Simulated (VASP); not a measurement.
Set up this calculation in VASP 6.6.1, as the native input.

| Item | Value |
| --- | --- |
| Task | single point |
| Functional | PBE |
| Potentials or basis | VASP PAW PBE potentials, release 64 (Al, Cu) |
| Cutoff | 520 eV |
| k mesh | 14 × 14 × 14 |
| Occupations | gaussian, width 0.15 eV |
| Spin | no spin polarisation |
| Dipole correction | no |
| Further INCAR settings | ALGO = Fast; EDIFF = 1e-06; NBANDS = 16 |

The structure of Al2Cu lies in POSCAR:

```
Al2Cu
1.0
   -2.0446004822      2.0446004822      2.8914013846
    2.0446004822     -2.0446004822      2.8914013846
    2.0446004822      2.0446004822     -2.8914013846
Al Cu
2 1
Direct
    0.7344366126      0.2344366126      0.5000000000
    0.2655633874      0.7655633874      0.5000000000
    0.5000000000      0.5000000000      0.0000000000
```

This cell differs from its parent crystal: atoms displaced along a vibrational mode.

One way to write it, as run:

INCAR

```
SYSTEM = Al2Cu
ALGO = Fast
EDIFF = 1E-6
ENCUT = 520
GGA = PE
ISIF = 2
ISMEAR = 0
LASPH = .TRUE.
LCHARG = .FALSE.
LREAL = .FALSE.
LWAVE = .FALSE.
NBANDS = 16
NELM = 60
PREC = Accurate
SIGMA = 0.15
```

KPOINTS

```
k-points
0
G
  14 14 14
  0 0 0
```

Potentials or basis: VASP PAW PBE potentials, release 64 (Al, Cu).

Run with:

```sh
$ cat potpaw_PBE.64/Al/POTCAR potpaw_PBE.64/Cu/POTCAR > POTCAR
$ mpirun -np 1 vasp_std > vasp.out
```

It gave:

```yaml
Pressure: 0.9 GPa
Largest_force: 0.705 eV/Å
Band_gap_on_the_k_mesh: zero (an odd number of electrons rules out a gap without spin polarisation)
```

Caveat: the cell differs from its parent crystal (atoms displaced along a vibrational mode); the stress differs along the axes, from -2 to 3 GPa.

Wall time 11 min on 1 thread of Intel Xeon 8259CL, on a shared host, peak memory 0.42 GiB.
